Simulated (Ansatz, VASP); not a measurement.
**V in VASP and in Ansatz**

INCAR

```
PREC     = Accurate       # precision mode
ENCUT    = 520            # plane-wave cutoff, eV
EDIFF    = 1E-7           # SCF threshold, eV
ISMEAR   = -1             # smearing method
SIGMA    = 0.05           # smearing width, eV
LREAL    = F              # projectors in reciprocal space
LASPH    = T              # aspherical terms in the spheres
NELM     = 60             # most SCF steps
ALGO     = Normal         # electronic algorithm
ISIF     = 2              # what is computed and relaxed
LWAVE    = F              # write WAVECAR
LCHARG   = F              # write CHGCAR
GGA      = PE             # functional
NBANDS   = 12             # bands
```

File KPOINTS:

```
Automatic mesh
0
Gamma
  17 17 15
```

File POSCAR:

```
V
1.0
    2.5997421748      0.0000000000      0.0000000000
   -1.2998710874      2.2514427666      0.0000000000
    0.0000000000      0.0000000000      2.4259631408
V
1
Direct
    0.0000000000      0.0000000000      0.0000000000
```

Input for Ansatz:

```yaml
crystal:
  lattice:
    - [2.5997421748, 0.0, 0.0]
    - [-1.2998710874, 2.2514427666, 0.0]
    - [0.0, 0.0, 2.4259631408]
  atoms:
    - { symbol: V, position: [0.0, 0.0, 0.0] }
kpoints:
  mp_grid: { grid: [17, 17, 15] }
  band_path:
    path:
      - [0.0, 0.0, 0.0]
      - [0.5, 0.0, 0.0]
      - [0.3333333333, 0.3333333333, 0.0]
      - [0.0, 0.0, 0.0]
      - [0.0, 0.0, 0.5]
      - [0.5, 0.0, 0.5]
      - [0.3333333333, 0.3333333333, 0.5]
      - [0.0, 0.0, 0.5]
      - [0.5, 0.0, 0.5]
    npoints: 14
scf:
  occupations: { method: fermi_dirac, width: 0.05 }
hamiltonian:
  xc: pbe
  pseudopotentials: { kind: all_electron, lapw: { basis_error: 0.001 } }
output:
  forces: true
  stress: true
  eigenvalues: true
  populations: true
  dos: { projected: true, de: 0.2, e_range: [-14, 8] }
```

Alike in both runs: task single point; functional PBE; k mesh 17 × 17 × 15; occupations fermi-dirac, width 0.05 eV; no spin polarisation.

|  | VASP | Ansatz |
| --- | --- | --- |
| version | VASP 6.6.1 | Ansatz 0.2.0 |
| potentials or method | VASP PAW PBE potentials, release 64 (V_sv), cutoff 520 eV | all-electron LAPW, scalar-relativistic |

VASP gave:

| Quantity | Value |
| --- | --- |
| pressure (GPa) | 0.2 |
| traceless stress, the component that is largest in VASP (GPa) | 0.11 |

Question: Which values does Ansatz return?

Answer: Pressure (GPa): -0.1; traceless stress, the component that is largest in VASP (GPa): 0.00.

Ansatz ran all-electron here, and VASP with PAW potentials.
